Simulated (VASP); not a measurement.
# BAs (F-43m) in VASP: relaxation of cell and atoms with LDA

Aim: the relaxation of cell and atoms of BAs with LDA.

All numbers are computed with VASP 6.6.1; they aren't measurements. Logs are shortened: lines on timing, memory, paths and dates and some standing lists are left out, and cuts for length are marked.

### 1 The cell of the first run

The structure is cubic, space group F-43m (No. 216). The conventional cell has a = 4.732 Å, b = 4.732 Å, c = 4.732 Å, α = 90.00°, β = 90.00°, γ = 90.00°. Within 2.7 Å of B (site symmetry -43m) lie 4 As at 2.05 Å. As (site symmetry -43m) has 4 B at 2.05 Å within 2.7 Å.

### 2 Relaxation of cell and atoms, LDA, target pressure 6 GPa, at which the enthalpy is minimised

The input, INCAR:

```
SYSTEM = BAs
PREC = Accurate
ENCUT = 600
EDIFF = 1E-7
ISMEAR = 0
SIGMA = 0.01
LREAL = .False.
LASPH = .True.
NELM = 60
ALGO = Normal
ISIF = 3
LWAVE = .False.
LCHARG = .False.
GGA = CA
IBRION = 2
NSW = 80
EDIFFG = -0.001
PSTRESS = 60.0
```

The input, KPOINTS:

```
regular mesh
0
Gamma
  10 10 10
  0 0 0
```

The input, POSCAR:

```
BAs
1.0
    0.0000000000      2.3660397192      2.3660397192
    2.3660397192      0.0000000000      2.3660397192
    2.3660397192      2.3660397192      0.0000000000
B As
1 1
Direct
    0.0000000000      0.0000000000      0.0000000000
    0.7500000000      0.7500000000      0.7500000000
```

Potentials or basis: VASP PAW LDA potentials, release 64 (B, As).

The run is started by

```console
> cat potpaw_LDA.64/B/POTCAR potpaw_LDA.64/As/POTCAR > POTCAR
> mpirun -np 1 vasp_std > vasp.out
```

OUTCAR:

```text
SYSTEM = BAs
   PREC = Accurate
   ENCUT = 600
   EDIFF = 1E-7
   ISMEAR = 0
   LREAL = .False.
   LASPH = .True.
   NELM = 60
   ISIF = 3
   GGA = CA
   IBRION = 2
   NSW = 80
   EDIFFG = -0.001
   PSTRESS = 60.0

 ion  position               nearest neighbor table
   1  0.000  0.000  0.000-   2 2.05   2 2.05   2 2.05   2 2.05
   2  0.750  0.750  0.750-   1 2.05   1 2.05   1 2.05   1 2.05

  LATTYP: Found a face centered cubic cell.
 ALAT       =     4.7320794384

  Lattice vectors:

 A1 = (   0.0000000000,   2.3660397192,   2.3660397192)
 A2 = (   2.3660397192,   0.0000000000,   2.3660397192)
 A3 = (   2.3660397192,   2.3660397192,   0.0000000000)

Analysis of symmetry for initial positions (statically):
=====================================================================
 Subroutine PRICEL returns:
 Original cell was already a primitive cell.

 Routine SETGRP: Setting up the symmetry group for a
 face centered cubic supercell.

 Subroutine GETGRP returns: Found 24 space group operations
 (whereof 24 operations were pure point group operations)
 out of a pool of 48 trial point group operations.

The static configuration has the point symmetry T_d .

Analysis of symmetry for dynamics (positions and initial velocities):
=====================================================================
 Subroutine PRICEL returns:
 Original cell was already a primitive cell.

 Routine SETGRP: Setting up the symmetry group for a
 face centered cubic supercell.

 Subroutine GETGRP returns: Found 24 space group operations
 (whereof 24 operations were pure point group operations)
 out of a pool of 48 trial point group operations.

The dynamic configuration has the point symmetry T_d .

 Subroutine INISYM returns: Found 24 space group operations
 (whereof 24 operations are pure point group operations),
 and found     1 'primitive' translations

----------------------------------------------------------------------------------------

                                     Primitive cell

  volume of cell :      26.4909

  direct lattice vectors                    reciprocal lattice vectors
     0.000000000  2.366039719  2.366039719    -0.211323587  0.211323587  0.211323587
     2.366039719  0.000000000  2.366039719     0.211323587 -0.211323587  0.211323587
     2.366039719  2.366039719  0.000000000     0.211323587  0.211323587 -0.211323587

  length of vectors
     3.346085460  3.346085460  3.346085460     0.366023189  0.366023189  0.366023189

  position of ions in fractional coordinates (direct lattice)
     0.000000000  0.000000000  0.000000000
     0.750000000  0.750000000  0.750000000

  ion indices of the primitive-cell ions
   primitive index   ion index
                 1           1
                 2           2

----------------------------------------------------------------------------------------

 KPOINTS: regular mesh

Automatic generation of k-mesh.
 Grid dimensions read from file:
 generate k-points for:   10   10   10

 Generating k-lattice:

  Cartesian coordinates                     Fractional coordinates (reciprocal lattice)
    -0.021132359  0.021132359  0.021132359     0.100000000  0.000000000  0.000000000
     0.021132359 -0.021132359  0.021132359     0.000000000  0.100000000  0.000000000
     0.021132359  0.021132359 -0.021132359     0.000000000  0.000000000  0.100000000

  Length of vectors
     0.036602319  0.036602319  0.036602319

  Shift w.r.t. Gamma in fractional coordinates (k-lattice)
     0.000000000  0.000000000  0.000000000

 Subroutine IBZKPT returns following result:
 ===========================================

 Found     47 irreducible k-points:

 Following reciprocal coordinates:
            Coordinates               Weight
  0.000000  0.000000  0.000000      1.000000
  0.100000  0.000000  0.000000      8.000000
  0.200000  0.000000  0.000000      8.000000
  0.300000  0.000000  0.000000      8.000000
  0.400000  0.000000  0.000000      8.000000
  0.500000  0.000000  0.000000      4.000000
[... 16 lines left out ...]
  0.300000  0.300000  0.000000      6.000000
  0.400000  0.300000  0.000000     24.000000
 [... further k-points ...]
   k-points           NKPTS =     47   k-points in BZ     NKDIM =     47   number of bands    NBANDS=      8
   number of dos      NEDOS =    301   number of ions     NIONS =      2
   total plane-waves  NPLWV =  21952
   dimension x,y,z NGX =    28 NGY =   28 NGZ =   28
   dimension x,y,z NGXF=    56 NGYF=   56 NGZF=   56
   ions per type =               1   1
   NGX,Y,Z   is equivalent  to a cutoff of  13.91, 13.91, 13.91 a.u.
   NGXF,Y,Z  is equivalent  to a cutoff of  27.82, 27.82, 27.82 a.u.
 SYSTEM =  BAs
   PREC   = accura    normal or accurate (medium, high low for compatibility)
   ISTART =      0    job   : 0-new  1-cont  2-samecut
   ICHARG =      2    charge: 1-file 2-atom 10-const
   ISPIN  =      1    spin polarized calculation?
   LNONCOLLINEAR =      F non collinear calculations
   LSORBIT =      F    spin-orbit coupling
   LASPH  =      T    aspherical Exc in radial PAW
   ENCUT  =  600.0 eV  44.10 Ry    6.64 a.u.   6.68  6.68  6.68*2*pi/ulx,y,z
   NELM   =     60;   NELMIN=  2; NELMDL= -5     # of ELM steps
   EDIFF  = 0.1E-06   stopping-criterion for ELM
   LREAL  =      F    real-space projection
   EDIFFG = -.1E-02   stopping-criterion for IOM
   NSW    =     80    number of steps for IOM
   IBRION =      2    ionic relax: 0-MD 1-quasi-New 2-CG
   NFREE  =      1    steps in history (QN), initial steepest desc. (CG)
   ISIF   =      3    stress and relaxation
   ISYM   =      2    0-nonsym 1-usesym 2-fastsym
   POTIM  = 0.5000    time-step for ionic-motion
   TEBEG  =    0.0;   TEEND  =   0.0 temperature during run
   PSTRESS=   60.0 pullay stress
   NELECT =       8.0000    total number of electrons
   NUPDOWN=      -1.0000    fix difference up-down
   EMIN   =  10.00;   EMAX   =-10.00  energy-range for DOS
   EFERMI =   0.00;   METHOD = LEGACY
   ISMEAR =     0;   SIGMA  =   0.01  broadening in eV -4-tet -1-fermi 0-gaus
   EFERMI_NEDOS =   21; number of points for ismear=-14 and -15
   IALGO  =     38    algorithm
   IMIX   =      4    mixing-type and parameters
     AMIX     =   0.40;   BMIX     =  1.00
     AMIX_MAG =   1.60;   BMIX_MAG =  1.00
  volume/ion in A,a.u.               =      13.25        89.38
  Fermi-wavevector in a.u.,A,eV,Ry     =   1.098347  2.075574 16.413600  1.206366
  Thomas-Fermi vector in A             =   2.234723
   LORBIT       =      0    0 simple, 1 ext, 2 COOP (PROOUT), +10 PAW based schemes
   GGA     = CA    functional components
   LHFCALC =     F    Hartree Fock is set to
   AEXX    =    0.0000 exact exchange contribution
   IVDW    =     0    specifies the selected vdW correction
   LEPSILON=     F    determine dielectric tensor
   LRPA    =     F    only Hartree local field effects (RPA)
 conjugate gradient relaxation of ions
 non-spin polarized calculation
 Gauss-broadening in eV      SIGMA  =   0.01
  energy-cutoff  :      600.00
  volume of cell :       26.49
 maximum number of plane-waves:       903
   NGX = 13   NGY = 13   NGZ = 13

--------------------------------------- Ionic step        1  -------------------------------------------

 number of electron       8.0000000 magnetization

 Free energy of the ion-electron system (eV)
  ---------------------------------------------------
  ext. energy  EPLUGINS =         0.00000000
  ---------------------------------------------------
  free energy    TOTEN  =       -12.92684039 eV

  energy without entropy =      -12.92684039  energy(sigma->0) =      -12.92684039

------------------------ aborting loop because EDIFF is reached ----------------------------------------

  FORCE on cell =-STRESS in cart. coord.  units (eV):
  Direction    XX          YY          ZZ          XY          YZ          ZX
  --------------------------------------------------------------------------------------
  -------------------------------------------------------------------------------------
  Total        0.1588256      0.1588256      0.1588256     -0.0000000      0.0000000     -0.0000000
  in kB        9.6058298      9.6058298      9.6058298     -0.0000000      0.0000000     -0.0000000
  external PRESSURE =     -50.3941702 kB  Pullay stress =      60.0000000 kB

 VOLUME and BASIS-vectors are now :
 -----------------------------------------------------------------------------
  energy-cutoff  :      600.00
  volume of cell :       26.49
      direct lattice vectors                 reciprocal lattice vectors
     0.000000000  2.366039719  2.366039719    -0.211323587  0.211323587  0.211323587
     2.366039719  0.000000000  2.366039719     0.211323587 -0.211323587  0.211323587
     2.366039719  2.366039719  0.000000000     0.211323587  0.211323587 -0.211323587
[... 160 lines left out ...]
  FREE ENERGIE OF THE ION-ELECTRON SYSTEM (eV)
  ---------------------------------------------------
  free  energy   TOTEN  =       -12.9098174931 eV

  energy  without entropy=      -12.9098174931  energy(sigma->0) =      -12.90981749

  enthalpy is  TOTEN    =       -11.9479152833 eV   P V=        0.9619022098

--------------------------------------- Ionic step        6  -------------------------------------------

 number of electron       8.0000000 magnetization

 Free energy of the ion-electron system (eV)
  ---------------------------------------------------
  ext. energy  EPLUGINS =         0.00000000
  ---------------------------------------------------
  free energy    TOTEN  =       -12.90948387 eV

  energy without entropy =      -12.90948387  energy(sigma->0) =      -12.90948387

 E-fermi :   6.9251     XC(G=0): -11.0338

 val. band max:        6.8456643613   @ k =   0.0000   0.0000   0.0000
 cond. band min:       7.9140413643   @ k =   0.4000   0.4000   0.0000
 fundamental gap:      1.0683770030
 Fermi energy:         6.9251089632

 k-point     1 :       0.0000    0.0000    0.0000
  band No.  band energies     occupation
      1      -9.0843      2.00000
      2       6.8457      2.00000
      3       6.8457      2.00000
      4       6.8457      2.00000
      5      10.1743      0.00000
      6      10.1743      0.00000
      7      10.1743      0.00000
      8      12.3118      0.00000

 k-point     2 :       0.1000    0.0000    0.0000
  band No.  band energies     occupation
      1      -8.9115      2.00000
      2       5.4185      2.00000
      3       6.5231      2.00000
      4       6.5231      2.00000
      5      10.4269      0.00000
      6      10.5961      0.00000
      7      10.5961      0.00000
      8      13.0488      0.00000
[... 221 lines left out ...]
 k-point    23 :       0.3000    0.3000    0.0000
  band No.  band energies     occupation
      1      -7.0641      2.00000
      2       1.6000      2.00000
      3       3.4559      2.00000
      4       3.4559      2.00000
      5       8.1581      0.00000
      6      10.4681      0.00000
      7      15.6075      0.00000
      8      15.6075      0.00000

 k-point    24 :       0.4000    0.3000    0.0000
  band No.  band energies     occupation
      1      -6.2909      2.00000
      2       0.2840      2.00000
      3       2.6193      2.00000
      4       3.1435      2.00000
      5       8.4661      0.00000
      6      10.1985      0.00000
      7      16.0398      0.00000
      8      16.2316      0.00000

 [... further k-points ...]
[... 5 lines left out ...]
  --------------------------------------------------------------------------------------
  -------------------------------------------------------------------------------------
  Total        0.9612645      0.9612645      0.9612645     -0.0000000      0.0000000      0.0000000
  in kB       59.9811288     59.9811288     59.9811288     -0.0000000      0.0000000      0.0000000
  external PRESSURE =      -0.0188712 kB  Pullay stress =      60.0000000 kB

 VOLUME and BASIS-vectors are now :
 -----------------------------------------------------------------------------
  energy-cutoff  :      600.00
  volume of cell :       25.68
      direct lattice vectors                 reciprocal lattice vectors
    -0.000000000  2.341547365  2.341547365    -0.213534011  0.213534011  0.213534011
     2.341547365 -0.000000000  2.341547365     0.213534011 -0.213534011  0.213534011
     2.341547365  2.341547365  0.000000000     0.213534011  0.213534011 -0.213534011

 POSITION                                       TOTAL-FORCE (eV/Angst)
 -----------------------------------------------------------------------------------
      0.00000      0.00000      0.00000         0.000000      0.000000      0.000000
      3.51232      3.51232      3.51232        -0.000000     -0.000000     -0.000000
 -----------------------------------------------------------------------------------
    total drift:                                0.000000      0.000000      0.000000

  FREE ENERGIE OF THE ION-ELECTRON SYSTEM (eV)
  ---------------------------------------------------
  free  energy   TOTEN  =       -12.9094838675 eV

  energy  without entropy=      -12.9094838675  energy(sigma->0) =      -12.90948387

  enthalpy is  TOTEN    =       -11.9479169680 eV   P V=        0.9615668995

 reached required accuracy - stopping structural energy minimisation
```

Wall time 37 s (1 thread of Intel Xeon 8259CL, shared host); peak memory 0.15 GiB.

Results:

- Free energy: -12.9095 eV
- Relaxed volume: 12.84 Å³/atom
- Relaxed cell: a = 3.311 Å, b = 3.311 Å, c = 3.311 Å, α = 60.00°, β = 60.00°, γ = 60.00°
- Space group after relaxing (to 0.1 Å): F-43m (No. 216)
- Energy change on relaxing (the run minimises the enthalpy): +8.7 meV/atom
- Ionic steps: 6
- Pressure after relaxing: 6.0 GPa
- Band gap on the k mesh: 1.07 eV (least direct gap 3.33 eV)

The path:
```tsv
step	energy change (eV)	largest force (eV/Å)	pressure (GPa)	volume (Å³)
1	0.0000	0.0000	0.96	26.49
2	0.0578	0.0000	11.40	24.93
3	0.0172	0.0000	5.97	25.68
4	0.0178	0.0000	6.08	25.66
5	0.0170	0.0000	5.94	25.69
6	0.0174	0.0000	6.00	25.68
```

Final structure:
```yaml
crystal:
  lattice:
    - [0.00000, 2.34155, 2.34155]
    - [2.34155, 0.00000, 2.34155]
    - [2.34155, 2.34155, 0.00000]
  atoms:
    - { symbol: B, position: [0.00000, 0.00000, 0.00000] }
    - { symbol: As, position: [0.75000, 0.75000, 0.75000] }
```

Caveat: the cell is relaxed towards a set pressure, so the run minimises the enthalpy, not the energy.
